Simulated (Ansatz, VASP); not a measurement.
One calculation of AlN, two programs

The input POSCAR:

```
AlN
1.0
    0.0000000000      2.1848764208      2.1848764208
    2.1848764208      0.0000000000      2.1848764208
    2.1848764208      2.1848764208      0.0000000000
Al N
1 1
Direct
    0.0000000000      0.0000000000      0.0000000000
    0.2500000000      0.2500000000      0.2500000000
```

Contents of INCAR.step1:

```
SYSTEM = AlN
PREC = Accurate
ENCUT = 520
EDIFF = 1E-5
ISMEAR = 0
SIGMA = 0.01
LREAL = .False.
LASPH = .True.
NELM = 100
ALGO = Normal
ISIF = 2
LWAVE = .True.
LCHARG = .False.
NBANDS = 11
GGA = PE
```

File INCAR.step2:

```
SYSTEM = AlN
PREC = Accurate
ENCUT = 520
EDIFF = 1E-6
ISMEAR = 0
SIGMA = 0.01
LREAL = .False.
LASPH = .True.
NELM = 100
ALGO = Normal
ISIF = 2
LWAVE = .False.
LCHARG = .False.
GGA = PE
LHFCALC = .True.
AEXX = 0.1
HFSCREEN = 0.2078
PRECFOCK = Normal
NBANDS = 11
ISTART = 1
```

Contents of KPOINTS:

```
regular mesh
0
Gamma
  4 4 4
  0 0 0
```

Input for Ansatz:

```yaml
crystal:
  lattice:
    - [0.0, 2.1848764208, 2.1848764208]
    - [2.1848764208, 0.0, 2.1848764208]
    - [2.1848764208, 2.1848764208, 0.0]
  atoms:
    - { symbol: Al, position: [0.0, 0.0, 0.0] }
    - { symbol: "N", position: [0.25, 0.25, 0.25] }
kpoints:
  mp_grid: { grid: [4, 4, 4] }
hamiltonian:
  xc:
    exchange: pbe
    correlation: pbe
    exx: { coeff: 0.1, omega: 0.2078 }
scf:
  occupations: { method: fixed }
  n_extra_bands: 4
output:
  forces: true
  stress: true
  eigenvalues: true
```

Alike in both runs: task single point; functional PBE-based screened hybrid; k mesh 4 × 4 × 4; no spin polarisation.

|  | VASP | Ansatz |
| --- | --- | --- |
| version | VASP 6.6.1 | Ansatz 0.2.0 |
| potentials or method | VASP PAW PBE potentials, release 64 (Al, N) | plane waves |
| plane-wave cutoff (eV) | 520 | 420 |
| occupations | gaussian, width 0.01 eV | fixed |
| valence electrons in the cell | 8 | 8 |

VASP gave:

| Property | Result |
| --- | --- |
| gap on the k mesh at the Fermi level (eV) | 3.79 |
| pressure (GPa) | 2.3 |

Question: Estimate Ansatz's values.

Answer: gap on the k mesh at the Fermi level (eV): 3.79; pressure (GPa): 2.5.

VASP's potentials were made for PBE, not for PBE-based screened hybrid. Ansatz's warnings: stress exchange threshold loose, stress scf threshold loose.

The k mesh is coarse, so the values compare programs but aren't converged.
